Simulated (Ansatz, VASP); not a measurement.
# One calculation of CdS, two programs

```
Cd S
1.0
     4.11088    0.00000    0.00000
    -2.05544    3.56013    0.00000
     0.00000    0.00000    6.68833
Cd S
2 2
Direct
  0.33333 0.66667 0.99921
  0.66667 0.33333 0.49921
  0.33333 0.66667 0.37579
  0.66667 0.33333 0.87579
```

Alike in both runs: task single point; functional PBE; k mesh 6 × 6 × 4; no spin polarisation.

|  | VASP | Ansatz |
| --- | --- | --- |
| version | VASP 6.6.1 | Ansatz 0.2.0 |
| potentials or method | VASP PAW PBE potentials, release 64 (Cd_sv_GW, S) | plane waves, PAW |
| plane-wave cutoff (eV) | 540 | 420 |
| occupations | gaussian, width 0.01 eV | fixed |
| valence electrons in the cell | 52 | 52 |

```tsv
	VASP	Ansatz	Ansatz less VASP
gap on the k mesh at the Fermi level (eV)	1.25	1.26	+0.002
pressure (GPa)	2.8	3.8	+1.05
```
